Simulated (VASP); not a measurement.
# WC in VASP: a series of runs, part 2 of 3

VASP 6.6.1.

**3. Single point, r2SCAN**

POSCAR

```
WC
1.0
    0.0000000000      2.1926840000      2.1926840000
    2.1926840000      0.0000000000      2.1926840000
    2.1926840000      2.1926840000      0.0000000000
W C
1 1
Direct
   -0.0174180000     -0.0048180000      0.0027980000
    0.5174460000      0.5059440000      0.4867750000
```

INCAR.step1

```
PREC     = Accurate       # precision mode
ENCUT    = 520            # plane-wave cutoff, eV
ISMEAR   = 0              # smearing method
SIGMA    = 0.05           # smearing width, eV
LREAL    = F              # projectors in reciprocal space
LASPH    = T              # aspherical terms in the spheres
NELM     = 80             # most SCF steps
NBANDS   = 16             # bands
GGA      = PE             # functional
ALGO     = Normal         # electronic algorithm
EDIFF    = 1E-4           # SCF threshold, eV
LWAVE    = T              # write WAVECAR
LCHARG   = F              # write CHGCAR
```

INCAR.step2

```
PREC     = Accurate       # precision mode
ENCUT    = 520            # plane-wave cutoff, eV
EDIFF    = 1E-6           # SCF threshold, eV
ISMEAR   = 0              # smearing method
SIGMA    = 0.05           # smearing width, eV
LREAL    = F              # projectors in reciprocal space
LASPH    = T              # aspherical terms in the spheres
NELM     = 80             # most SCF steps
ALGO     = Normal         # electronic algorithm
ISIF     = 2              # what is computed and relaxed
LWAVE    = F              # write WAVECAR
LCHARG   = F              # write CHGCAR
METAGGA  = R2SCAN         # meta-GGA
LMIXTAU  = T            
NBANDS   = 16             # bands
ISTART   = 1
```

KPOINTS

```
Automatic mesh
0
Gamma
  9 9 9
```

Potentials or basis: VASP PAW PBE potentials, release 64 (W_sv, C).

Launch:

```
$ cat potpaw_PBE.64/W_sv/POTCAR potpaw_PBE.64/C/POTCAR > POTCAR
$ cp INCAR.step1 INCAR
$ mpirun -np 1 vasp_std > vasp.out
$ cp INCAR.step2 INCAR
$ mpirun -np 1 vasp_std > vasp.out
```

OUTCAR:

```text
PREC = Accurate
   ENCUT = 520
   EDIFF = 1E-6
   ISMEAR = 0
   LREAL = F
   LASPH = T
   NELM = 80
   ISIF = 2
   METAGGA = R2SCAN
   ISTART = 1

 ion  position               nearest neighbor table
   1  0.983  0.995  0.003-   2 2.09   2 2.15   2 2.18   2 2.21   2 2.24   2 2.29
   2  0.517  0.506  0.487-   1 2.09   1 2.15   1 2.18   1 2.21   1 2.24   1 2.29

  LATTYP: Found a face centered cubic cell.
 ALAT       =     4.3853680000

  Lattice vectors:

 A1 = (   0.0000000000,   2.1926840000,   2.1926840000)
 A2 = (   2.1926840000,   0.0000000000,   2.1926840000)
 A3 = (   2.1926840000,   2.1926840000,   0.0000000000)

Analysis of symmetry for initial positions (statically):
=====================================================================
 Subroutine PRICEL returns:
 Original cell was already a primitive cell.

 Routine SETGRP: Setting up the symmetry group for a
 face centered cubic supercell.

 Subroutine GETGRP returns: Found  1 space group operations
 (whereof  1 operations were pure point group operations)
 out of a pool of 48 trial point group operations.

The static configuration has the point symmetry C_1 .

Analysis of symmetry for dynamics (positions and initial velocities):
=====================================================================
 Subroutine PRICEL returns:
 Original cell was already a primitive cell.

 Routine SETGRP: Setting up the symmetry group for a
 face centered cubic supercell.

 Subroutine GETGRP returns: Found  1 space group operations
 (whereof  1 operations were pure point group operations)
 out of a pool of 48 trial point group operations.

The dynamic configuration has the point symmetry C_1 .

 Subroutine INISYM returns: Found  1 space group operations
 (whereof  1 operations are pure point group operations),
 and found     1 'primitive' translations

----------------------------------------------------------------------------------------

                                     Primitive cell

  volume of cell :      21.0842

  direct lattice vectors                    reciprocal lattice vectors
     0.000000000  2.192684000  2.192684000    -0.228031034  0.228031034  0.228031034
     2.192684000  0.000000000  2.192684000     0.228031034 -0.228031034  0.228031034
     2.192684000  2.192684000  0.000000000     0.228031034  0.228031034 -0.228031034

  length of vectors
     3.100923451  3.100923451  3.100923451     0.394961337  0.394961337  0.394961337

  position of ions in fractional coordinates (direct lattice)
     0.982582000  0.995182000  0.002798000
     0.517446000  0.505944000  0.486775000

  ion indices of the primitive-cell ions
   primitive index   ion index
                 1           1
                 2           2

----------------------------------------------------------------------------------------

 KPOINTS: Automatic mesh

Automatic generation of k-mesh.
 Grid dimensions read from file:
 generate k-points for:    9    9    9

 Generating k-lattice:

  Cartesian coordinates                     Fractional coordinates (reciprocal lattice)
    -0.025336782  0.025336782  0.025336782     0.111111111  0.000000000  0.000000000
     0.025336782 -0.025336782  0.025336782     0.000000000  0.111111111  0.000000000
     0.025336782  0.025336782 -0.025336782     0.000000000  0.000000000  0.111111111

  Length of vectors
     0.043884593  0.043884593  0.043884593

  Shift w.r.t. Gamma in fractional coordinates (k-lattice)
     0.000000000  0.000000000  0.000000000

 Subroutine IBZKPT returns following result:
 ===========================================

 Found    365 irreducible k-points:

 Following reciprocal coordinates:
            Coordinates               Weight
  0.000000  0.000000  0.000000      1.000000
  0.111111  0.000000  0.000000      2.000000
  0.000000  0.111111  0.000000      2.000000
  0.000000  0.000000  0.111111      2.000000
  0.111111  0.111111  0.111111      2.000000
  0.222222  0.000000  0.000000      2.000000
[... 16 lines left out ...]
  0.111111  0.000000  0.222222      2.000000
  0.111111  0.111111 -0.111111      2.000000
 [... further k-points ...]
   k-points           NKPTS =    365   k-points in BZ     NKDIM =    365   number of bands    NBANDS=     16
   number of dos      NEDOS =    301   number of ions     NIONS =      2
   total plane-waves  NPLWV =  13824
   dimension x,y,z NGX =    24 NGY =   24 NGZ =   24
   dimension x,y,z NGXF=    48 NGYF=   48 NGZF=   48
   ions per type =               1   1
   NGX,Y,Z   is equivalent  to a cutoff of  12.87, 12.87, 12.87 a.u.
   NGXF,Y,Z  is equivalent  to a cutoff of  25.73, 25.73, 25.73 a.u.
 SYSTEM =  unknown system
   PREC   = accura    normal or accurate (medium, high low for compatibility)
   ISTART =      1    job   : 0-new  1-cont  2-samecut
   ICHARG =      0    charge: 1-file 2-atom 10-const
   ISPIN  =      1    spin polarized calculation?
   LNONCOLLINEAR =      F non collinear calculations
   LSORBIT =      F    spin-orbit coupling
   LASPH  =      T    aspherical Exc in radial PAW
   ENCUT  =  520.0 eV  38.22 Ry    6.18 a.u.   5.77  5.77  5.77*2*pi/ulx,y,z
   NELM   =     80;   NELMIN=  2; NELMDL=  0     # of ELM steps
   EDIFF  = 0.1E-05   stopping-criterion for ELM
   LREAL  =      F    real-space projection
   EDIFFG = 0.1E-04   stopping-criterion for IOM
   NSW    =      0    number of steps for IOM
   IBRION =     -1    ionic relax: 0-MD 1-quasi-New 2-CG
   NFREE  =      0    steps in history (QN), initial steepest desc. (CG)
   ISIF   =      2    stress and relaxation
   ISYM   =      2    0-nonsym 1-usesym 2-fastsym
   POTIM  = 0.5000    time-step for ionic-motion
   TEBEG  =    0.0;   TEEND  =   0.0 temperature during run
   PSTRESS=    0.0 pullay stress
   NELECT =      18.0000    total number of electrons
   NUPDOWN=      -1.0000    fix difference up-down
   EMIN   =  10.00;   EMAX   =-10.00  energy-range for DOS
   EFERMI =   0.00;   METHOD = LEGACY
   ISMEAR =     0;   SIGMA  =   0.05  broadening in eV -4-tet -1-fermi 0-gaus
   EFERMI_NEDOS =   21; number of points for ismear=-14 and -15
   IALGO  =     38    algorithm
   IMIX   =      4    mixing-type and parameters
     AMIX     =   0.40;   BMIX     =  1.00
     AMIX_MAG =   1.60;   BMIX_MAG =  1.00
  volume/ion in A,a.u.               =      10.54        71.14
  Fermi-wavevector in a.u.,A,eV,Ry     =   1.553029  2.934800 32.815887  2.411900
  Thomas-Fermi vector in A             =   2.657319
   LORBIT       =      0    0 simple, 1 ext, 2 COOP (PROOUT), +10 PAW based schemes
   METAGGA = R2SCAN    functional components
   LHFCALC =     F    Hartree Fock is set to
   AEXX    =    0.0000 exact exchange contribution
   IVDW    =     0    specifies the selected vdW correction
   LEPSILON=     F    determine dielectric tensor
   LRPA    =     F    only Hartree local field effects (RPA)
 non-spin polarized calculation
 Gauss-broadening in eV      SIGMA  =   0.05
  energy-cutoff  :      520.00
  volume of cell :       21.08
 maximum number of plane-waves:       577
   NGX = 11   NGY = 11   NGZ = 11

 number of electron      18.0000000 magnetization

 Free energy of the ion-electron system (eV)
  ---------------------------------------------------
  ext. energy  EPLUGINS =         0.00000000
  ---------------------------------------------------
  free energy    TOTEN  =       -60.56529789 eV

  energy without entropy =      -60.56232179  energy(sigma->0) =      -60.56380984

 E-fermi :  12.2806     XC(G=0): -14.8462

 val. band max:       12.2792265253   @ k =  -0.3333   0.3333  -0.4444
 cond. band min:      12.2817876368   @ k =  -0.1111   0.1111  -0.4444
 fundamental gap:      0.0025611115
 Fermi energy:        12.2805754404

 k-point     1 :       0.0000    0.0000    0.0000
  band No.  band energies     occupation
      1     -65.0362      2.00000
      2     -28.3857      2.00000
      3     -28.3745      2.00000
      4     -28.3729      2.00000
      5      -4.3036      2.00000
      6       9.2208      2.00000
[... 8 lines left out ...]
     15      22.9326      0.00000
     16      36.1165      0.00000
[... 419 lines left out ...]
 k-point    24 :       0.1111    0.1111   -0.1111
  band No.  band energies     occupation
      1     -65.0199      2.00000
      2     -28.5900      2.00000
      3     -28.4308      2.00000
      4     -28.4191      2.00000
      5      -3.1123      2.00000
      6       6.1616      2.00000
[... 8 lines left out ...]
     15      25.3608      0.00000
     16      30.0119      0.00000

 [... further k-points ...]

------------------------ aborting loop because EDIFF is reached ----------------------------------------

  FORCE on cell =-STRESS in cart. coord.  units (eV):
  Direction    XX          YY          ZZ          XY          YZ          ZX
  --------------------------------------------------------------------------------------
  -------------------------------------------------------------------------------------
  Total       -0.2810115     -0.2902472      0.0116075      0.0217161     -0.1452637      0.0503346
  in kB      -21.3538702    -22.0556843      0.8820462      1.6501877    -11.0384871      3.8248883
  external PRESSURE =     -14.1758361 kB  Pullay stress =       0.0000000 kB

 VOLUME and BASIS-vectors are now :
 -----------------------------------------------------------------------------
  energy-cutoff  :      520.00
  volume of cell :       21.08
      direct lattice vectors                 reciprocal lattice vectors
     0.000000000  2.192684000  2.192684000    -0.228031034  0.228031034  0.228031034
     2.192684000  0.000000000  2.192684000     0.228031034 -0.228031034  0.228031034
     2.192684000  2.192684000  0.000000000     0.228031034  0.228031034 -0.228031034

 POSITION                                       TOTAL-FORCE (eV/Angst)
 -----------------------------------------------------------------------------------
      2.18825      2.16063      4.33661        -0.067828      0.233813      0.497900
      2.17672      2.20194      2.24397         0.067828     -0.233813     -0.497900
 -----------------------------------------------------------------------------------
    total drift:                               -0.000079     -0.000119     -0.000244

  FREE ENERGIE OF THE ION-ELECTRON SYSTEM (eV)
  ---------------------------------------------------
  free  energy   TOTEN  =       -60.5652978911 eV

  energy  without entropy=      -60.5623217885  energy(sigma->0) =      -60.56380984
```

Wall time 7 min (1 thread of Intel Xeon 8259CL, shared host); peak memory 0.25 GiB.

What came out:

```yaml
Free_energy: -60.5653 eV
Pressure: -1.4 GPa
Largest_force: 0.554 eV/Å
Band_gap_on_the_k_mesh: zero (bands 9 and 10 overlap by 3.02 eV)
```

Forces in eV/Å, atoms in the order of the input:
```
W   -0.068  0.234  0.498
C    0.068 -0.234 -0.498
```

Levels at points of the mesh, in eV from the Fermi level:
```
           k point  band 7  band 8  band 9  band 10  band 11  band 12
(0.00, 0.00, 0.00)   -3.02   -2.72   -2.06    -1.16    -0.66    -0.38
```

Caveat: the PAW data sets were made with another functional, which shifts forces and pressure a little; spin-orbit coupling is left out, which moves the levels of the heavy elements.

**4. Single point, PBE, non-collinear spin, zero start, spin-orbit coupling**

INCAR

```
ALGO = Normal
EDIFF = 1E-7
ENCUT = 520
GGA = PE
GGA_COMPAT = False
ISIF = 2
ISMEAR = -1
LASPH = True
LCHARG = False
LMAXMIX = 4
LORBIT = 11
LORBMOM = True
LREAL = False
LSORBIT = True
LWAVE = False
MAGMOM = 0 0 0 0 0 0
NBANDS = 30
NELM = 150
PREC = Accurate
SIGMA = 0.1
```

KPOINTS

```
k-points
0
Gamma
  12 12 12
```

POSCAR

```
WC
1.0
    0.0000000000      2.1926840000      2.1926840000
    2.1926840000      0.0000000000      2.1926840000
    2.1926840000      2.1926840000      0.0000000000
W C
1 1
Direct
    0.0000000000      0.0000000000      0.0000000000
    0.5000000000      0.5000000000      0.5000000000
```

Launch:

```
$ cat potpaw_PBE.64/W_sv/POTCAR potpaw_PBE.64/C/POTCAR > POTCAR
$ mpirun -np 1 vasp_ncl > vasp.out
```

Run time: 2.2 min. Hardware: 1 thread of Intel Xeon 8259CL, shared host; peak memory 0.24 GiB.

Results (log left out):

```yaml
Free_energy: -22.3220 eV
Pressure: 0.5 GPa
Net_moment: 0.00 μB per cell
Valence_electrons_inside_the_program's_atomic_spheres: W 12.06; C 2.44
```

Moments on the atoms (μB; x, y, z):
```
W   0.00 0.00 0.00
C   0.00 0.00 0.00
```

(Continued in part 3 of 3.)

The gap in the log of VASP goes by the Fermi energy; the results here count the filled bands.